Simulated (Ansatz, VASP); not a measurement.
**Sn in VASP and in Ansatz**

```
CELL_PARAMETERS angstrom
-2.94014 2.94014 1.59930
2.94014 -2.94014 1.59930
2.94014 2.94014 -1.59930
ATOMIC_POSITIONS crystal
Sn 0.00000 0.00000 0.00000
Sn 0.75000 0.25000 0.50000
```

Alike in both runs: task relaxation of cell and atoms; functional RPBE; k mesh 9 × 9 × 9; occupations fermi-dirac, width 0.05 eV; no spin polarisation.

```csv
,VASP,Ansatz
version,VASP 6.6.1,Ansatz 0.2.0
potentials or method,"VASP PAW PBE potentials, release 64 (Sn_d), cutoff 600 eV","all-electron LAPW, scalar-relativistic"
```

```tsv
	VASP	Ansatz	Ansatz less VASP
relaxed volume (Å³/atom)	29.27	29.28	+0.011
relaxed cell length with the largest relative difference (Å)	4.543	4.544	+0.0009
```

VASP's potentials were made for PBE, not for RPBE. Ansatz ran all-electron here, and VASP with PAW potentials.
